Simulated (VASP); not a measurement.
# SiO2 in VASP: a series of runs, part 2 of 2

VASP 6.6.1. Earlier steps stand in the parts before.

### Step 5. Single point, r2SCAN (epitaxial xy strain -1.0%)

File POSCAR:

```
SiO2
1.0
    0.0000000000      2.2415274266      2.2614068725
    2.2415274266      0.0000000000      2.2614068725
    2.2415274266      2.2415274266      0.0000000000
Si O
1 2
Direct
    0.0000000000      0.0000000000      0.0000000000
    0.2500000000      0.2500000000      0.2500000000
    0.7500000000      0.7500000000      0.7500000000
```

File INCAR.step1:

```
PREC     = Accurate       # precision mode
ENCUT    = 520            # plane-wave cutoff, eV
ISMEAR   = 0              # smearing method
SIGMA    = 0.01           # smearing width, eV
LREAL    = False          # projectors in reciprocal space
LASPH    = True           # aspherical terms in the spheres
NELM     = 100            # most SCF steps
NBANDS   = 15             # bands
GGA      = PE             # functional
ALGO     = Normal         # electronic algorithm
EDIFF    = 1E-4           # SCF threshold, eV
LWAVE    = True           # write WAVECAR
LCHARG   = False          # write CHGCAR
```

File INCAR.step2:

```
PREC     = Accurate       # precision mode
ENCUT    = 520            # plane-wave cutoff, eV
EDIFF    = 1E-7           # SCF threshold, eV
ISMEAR   = 0              # smearing method
SIGMA    = 0.01           # smearing width, eV
LREAL    = False          # projectors in reciprocal space
LASPH    = True           # aspherical terms in the spheres
NELM     = 100            # most SCF steps
ALGO     = Normal         # electronic algorithm
ISIF     = 2              # what is computed and relaxed
LWAVE    = False          # write WAVECAR
LCHARG   = False          # write CHGCAR
METAGGA  = R2SCAN         # meta-GGA
LMIXTAU  = True         
NBANDS   = 15             # bands
ISTART   = 1
```

File KPOINTS:

```
Automatic mesh
0
Gamma
  10 10 10
```

Launch:

```
$ cat potpaw_PBE.64/Si/POTCAR potpaw_PBE.64/O/POTCAR > POTCAR
$ cp INCAR.step1 INCAR
$ mpirun -np 1 vasp_std > vasp.out
$ cp INCAR.step2 INCAR
$ mpirun -np 1 vasp_std > vasp.out
```

It took 77 s on 1 thread of Intel Xeon 6975P-C, shared host; peak memory 0.16 GiB.

Results (log left out):

| Item | Value |
| --- | --- |
| Free energy | -25.7622 eV |
| Pressure | 7.5 GPa |
| Band gap on the k mesh | 2.61 eV, direct |

Stress tensor (GPa, compression positive):
```
10.92  0.00  0.00
 0.00 10.92  0.00
 0.00  0.00  0.56
```

Levels at points of the mesh, in eV from the valence-band top:
| k point | band 6 | band 7 | band 8 | band 9 | band 10 | band 11 |
| --- | --- | --- | --- | --- | --- | --- |
| (0.00, 0.00, 0.00) | -2.61 | -2.38 | -2.38 | 3.19 | 6.68 | 6.68 |
| (0.50, 0.00, 0.00) | -5.38 | -4.87 | -4.82 | 7.06 | 10.66 | 11.19 |
| (0.50, 0.50, 0.00) | -1.09 | -1.09 | -0.13 | 2.78 | 9.46 | 12.20 |
| (0.50, 0.00, 0.50) | -1.24 | -1.05 | 0.00 | 2.61 | 9.32 | 12.24 |

Caveat: the cell differs from its parent crystal (epitaxial xy strain -1.0%); the PAW data sets were made with another functional, which shifts forces and pressure a little. A k mesh can miss the band edges.

### Step 6. Single point, PBE (shear xy strain +1.5%)

File INCAR:

```
SYSTEM = SiO2
PREC = Accurate
ENCUT = 520
EDIFF = 1E-6
ISMEAR = -1
SIGMA = 0.02
LREAL = .FALSE.
LASPH = .TRUE.
NELM = 100
ALGO = Normal
ISIF = 2
LWAVE = .FALSE.
LCHARG = .FALSE.
GGA = PE
NBANDS = 15
```

File KPOINTS:

```
Automatic mesh
0
G
  10 10 10
  0 0 0
```

File POSCAR:

```
SiO2
1.0
    0.0169812684      2.2641691178      2.2641691178
    2.2641691178      0.0169812684      2.2641691178
    2.2811503861      2.2811503861     -0.0000000001
Si O
1 2
Direct
    0.0000000000      0.0000000000      0.0000000000
    0.2505516061      0.2505516061      0.2494483939
    0.7494483939      0.7494483939      0.7505516061
```

Potentials or basis: VASP PAW PBE potentials, release 64 (Si, O).

Launch:

```
$ cat potpaw_PBE.64/Si/POTCAR potpaw_PBE.64/O/POTCAR > POTCAR
$ mpirun -np 1 vasp_std > vasp.out
```

OUTCAR:

```text
SYSTEM = SiO2
   PREC = Accurate
   ENCUT = 520
   EDIFF = 1E-6
   ISMEAR = -1
   LREAL = .FALSE.
   LASPH = .TRUE.
   NELM = 100
   ISIF = 2
   GGA = PE

 ion  position               nearest neighbor table
   1  0.000  0.000  0.000-   3 1.95   3 1.95   2 1.95   2 1.95   3 1.97   2 1.97   3 1.97   2 1.97

   2  0.251  0.251  0.249-   1 1.95   1 1.95   1 1.97   1 1.97
   3  0.749  0.749  0.751-   1 1.95   1 1.95   1 1.97   1 1.97

  LATTYP: Found a body centered orthorhombic cell.
 ALAT       =     3.1780035338
 B/A-ratio  =     1.0151133501
 C/A-ratio  =     1.4249003148

  Lattice vectors:

 A1 = (   2.2641691177,   0.0169812683,  -2.2641691179)
 A2 = (  -2.2641691178,  -0.0169812684,  -2.2641691178)
 A3 = (   0.0169812684,   2.2641691178,   2.2641691178)

Analysis of symmetry for initial positions (statically):
=====================================================================
 Subroutine PRICEL returns:
 Original cell was already a primitive cell.

 Routine SETGRP: Setting up the symmetry group for a
 body centered orthorhombic supercell.

 Subroutine GETGRP returns: Found  8 space group operations
 (whereof  8 operations were pure point group operations)
 out of a pool of  8 trial point group operations.

The static configuration has the point symmetry D_2h.

Analysis of symmetry for dynamics (positions and initial velocities):
=====================================================================
 Subroutine PRICEL returns:
 Original cell was already a primitive cell.

 Routine SETGRP: Setting up the symmetry group for a
 body centered orthorhombic supercell.

 Subroutine GETGRP returns: Found  8 space group operations
 (whereof  8 operations were pure point group operations)
 out of a pool of  8 trial point group operations.

The dynamic configuration has the point symmetry D_2h.

 Subroutine INISYM returns: Found  8 space group operations
 (whereof  8 operations are pure point group operations),
 and found     1 'primitive' translations

----------------------------------------------------------------------------------------

                                     Primitive cell

  volume of cell :      23.2130

  direct lattice vectors                    reciprocal lattice vectors
     0.016981268  2.264169118  2.264169118    -0.222500313  0.222500313  0.220831561
     2.264169118  0.016981268  2.264169118     0.222500313 -0.222500313  0.220831561
     2.281150386  2.281150386 -0.000000000     0.219187653  0.219187653 -0.220831561

  length of vectors
     3.202063702  3.202063702  3.226033814     0.384420807  0.384420807  0.380595629

  position of ions in fractional coordinates (direct lattice)
     0.000000000  0.000000000  0.000000000
     0.250551606  0.250551606  0.249448394
     0.749448394  0.749448394  0.750551606

  ion indices of the primitive-cell ions
   primitive index   ion index
                 1           1
                 2           2
                 3           3

----------------------------------------------------------------------------------------

 KPOINTS: Automatic mesh

Automatic generation of k-mesh.
[... 46 lines left out ...]
  0.400000  0.300000 -0.000000      4.000000
 [... further k-points ...]
   k-points           NKPTS =    171   k-points in BZ     NKDIM =    171   number of bands    NBANDS=     15
   number of dos      NEDOS =    301   number of ions     NIONS =      3
   total plane-waves  NPLWV =  13824
   dimension x,y,z NGX =    24 NGY =   24 NGZ =   24
   dimension x,y,z NGXF=    48 NGYF=   48 NGZF=   48
   ions per type =               1   2
   NGX,Y,Z   is equivalent  to a cutoff of  12.46, 12.46, 12.37 a.u.
   NGXF,Y,Z  is equivalent  to a cutoff of  24.92, 24.92, 24.74 a.u.
 SYSTEM =  SiO2
   PREC   = accura    normal or accurate (medium, high low for compatibility)
   ISTART =      0    job   : 0-new  1-cont  2-samecut
   ICHARG =      2    charge: 1-file 2-atom 10-const
   ISPIN  =      1    spin polarized calculation?
   LNONCOLLINEAR =      F non collinear calculations
   LSORBIT =      F    spin-orbit coupling
   LASPH  =      T    aspherical Exc in radial PAW
   ENCUT  =  520.0 eV  38.22 Ry    6.18 a.u.   5.95  5.95  6.00*2*pi/ulx,y,z
   NELM   =    100;   NELMIN=  2; NELMDL= -5     # of ELM steps
   EDIFF  = 0.1E-05   stopping-criterion for ELM
   LREAL  =      F    real-space projection
   EDIFFG = 0.1E-04   stopping-criterion for IOM
   NSW    =      0    number of steps for IOM
   IBRION =     -1    ionic relax: 0-MD 1-quasi-New 2-CG
   NFREE  =      0    steps in history (QN), initial steepest desc. (CG)
   ISIF   =      2    stress and relaxation
   ISYM   =      2    0-nonsym 1-usesym 2-fastsym
   POTIM  = 0.5000    time-step for ionic-motion
   TEBEG  =    0.0;   TEEND  =   0.0 temperature during run
   PSTRESS=    0.0 pullay stress
   NELECT =      16.0000    total number of electrons
   NUPDOWN=      -1.0000    fix difference up-down
   EMIN   =  10.00;   EMAX   =-10.00  energy-range for DOS
   EFERMI =   0.00;   METHOD = LEGACY
   ISMEAR =    -1;   SIGMA  =   0.02  broadening in eV -4-tet -1-fermi 0-gaus
   EFERMI_NEDOS =   21; number of points for ismear=-14 and -15
   IALGO  =     38    algorithm
   IMIX   =      4    mixing-type and parameters
     AMIX     =   0.40;   BMIX     =  1.00
     AMIX_MAG =   1.60;   BMIX_MAG =  1.00
  volume/ion in A,a.u.               =       7.74        52.22
  Fermi-wavevector in a.u.,A,eV,Ry     =   1.446119  2.732769 28.453332  2.091261
  Thomas-Fermi vector in A             =   2.564224
   LORBIT       =      0    0 simple, 1 ext, 2 COOP (PROOUT), +10 PAW based schemes
   GGA     = PE    functional components
   LHFCALC =     F    Hartree Fock is set to
   AEXX    =    0.0000 exact exchange contribution
   IVDW    =     0    specifies the selected vdW correction
   LEPSILON=     F    determine dielectric tensor
   LRPA    =     F    only Hartree local field effects (RPA)
 non-spin polarized calculation
  energy-cutoff  :      520.00
  volume of cell :       23.21
 maximum number of plane-waves:       636
   NGX = 11   NGY = 11   NGZ = 11

 number of electron      16.0000013 magnetization

 Free energy of the ion-electron system (eV)
  ---------------------------------------------------
  ext. energy  EPLUGINS =         0.00000000
  ---------------------------------------------------
  free energy    TOTEN  =       -19.90290605 eV

  energy without entropy =      -19.90290605  energy(sigma->0) =      -19.90290605

 E-fermi :  10.1594     XC(G=0): -12.4162

 val. band max:        9.6595137681   @ k =   0.5000   0.5000  -0.0000
 cond. band min:      11.7214930543   @ k =   0.5000   0.5000  -0.0000
 fundamental gap:      2.0619792862
 Fermi energy:        10.1594157894

 k-point     1 :       0.0000    0.0000    0.0000
  band No.  band energies     occupation
      1     -13.3301      2.00000
      2      -6.4200      2.00000
      3       3.7904      2.00000
      4       3.8236      2.00000
      5       3.8614      2.00000
      6       7.2841      2.00000
      7       7.3858      2.00000
      8       7.4879      2.00000
      9      11.8884      0.00000
     10      15.3912      0.00000
     11      15.6083      0.00000
     12      15.8197      0.00000
     13      22.0885      0.00000
     14      22.0917      0.00000
[... 401 lines left out ...]
      2      -8.1595      2.00000
      3      -0.0906      2.00000
      4       1.8875      2.00000
      5       1.9496      2.00000
      6       7.9684      2.00000
      7       8.2957      2.00000
      8       8.3171      2.00000
      9      12.5814      0.00000
     10      16.9525      0.00000
     11      20.7116      0.00000
     12      20.9131      0.00000
     13      22.0758      0.00000
     14      25.2335      0.00000
     15      29.2134      0.00000

 [... further k-points ...]

------------------------ aborting loop because EDIFF is reached ----------------------------------------

  FORCE on cell =-STRESS in cart. coord.  units (eV):
  Direction    XX          YY          ZZ          XY          YZ          ZX
  --------------------------------------------------------------------------------------
  -------------------------------------------------------------------------------------
  Total        1.5040708      1.5040708      1.5088111      0.2283642     -0.0000000     -0.0000000
  in kB      103.8117947    103.8117947    104.1389723     15.7618259     -0.0000000     -0.0000000
  external PRESSURE =     103.9208539 kB  Pullay stress =       0.0000000 kB

 VOLUME and BASIS-vectors are now :
 -----------------------------------------------------------------------------
  energy-cutoff  :      520.00
  volume of cell :       23.21
      direct lattice vectors                 reciprocal lattice vectors
     0.016981268  2.264169118  2.264169118    -0.222500313  0.222500313  0.220831561
     2.264169118  0.016981268  2.264169118     0.222500313 -0.222500313  0.220831561
     2.281150386  2.281150386 -0.000000000     0.219187653  0.219187653 -0.220831561

 POSITION                                       TOTAL-FORCE (eV/Angst)
 -----------------------------------------------------------------------------------
      0.00000      0.00000      0.00000         0.000000     -0.000000      0.000000
      1.14058      1.14058      1.13458        -0.000000     -0.000000     -0.013131
      3.42173      3.42173      3.39376         0.000000      0.000000      0.013131
 -----------------------------------------------------------------------------------
    total drift:                               -0.000000     -0.000000      0.000000

  FREE ENERGIE OF THE ION-ELECTRON SYSTEM (eV)
  ---------------------------------------------------
  free  energy   TOTEN  =       -19.9029060488 eV

  energy  without entropy=      -19.9029060488  energy(sigma->0) =      -19.90290605
```

Wall time 25 s (1 thread of Intel Xeon 6975P-C, shared host); peak memory 0.17 GiB.

What came out:

```yaml
Free_energy: -19.9029 eV
Pressure: 10.4 GPa
Largest_force: 0.013 eV/Å
Band_gap_on_the_k_mesh: 2.06 eV, direct
```

Forces in eV/Å, atoms in the order of the input:
```
Si   0.000  0.000  0.000
O    0.000  0.000 -0.013
O    0.000  0.000  0.013
```

Caveat: the cell differs from its parent crystal (shear xy strain +1.5%). A k mesh can miss the band edges.

### Step 7. Summary

| level | cell | smearing | gap on the mesh (eV) | pressure (GPa) | largest force (eV/Å) |
| --- | --- | --- | --- | --- | --- |
| PBE | a = 3.154, b = 3.154, c = 3.202 Å, angles 59.5, 59.5, 61.0°, 3 atoms | fermi-dirac 0.02 eV | 1.41 | 20.7 | - |
| PBE | a = 3.136 Å, angles 62.1°, 3 atoms | fermi-dirac 0.02 eV | 2.15 | 16.2 | 0.05 |
| r2SCAN | a = 3.154, b = 3.154, c = 3.202 Å, angles 59.5, 59.5, 61.0°, 3 atoms | gaussian 0.01 eV | 2.02 | 10.9 | - |
| r2SCAN | a = 3.184, b = 3.184, c = 3.170 Å, angles 60.1, 60.1, 59.7°, 3 atoms | gaussian 0.01 eV | 2.61 | 7.5 | - |
| PBE | a = 3.202, b = 3.202, c = 3.226 Å, angles 59.8, 59.8, 59.5°, 3 atoms | fermi-dirac 0.02 eV | 2.06 | 10.4 | 0.01 |

Alike in all rows: task single point; potentials or basis VASP PAW PBE potentials, release 64 (Si, O); no spin polarisation; k mesh 10 × 10 × 10; cutoff (eV) 520.

Caveats: the PAW data sets were made with another functional, which shifts forces and pressure a little (some runs).

Total energies depend on the potentials used, so only differences within one code and one set of settings carry meaning.
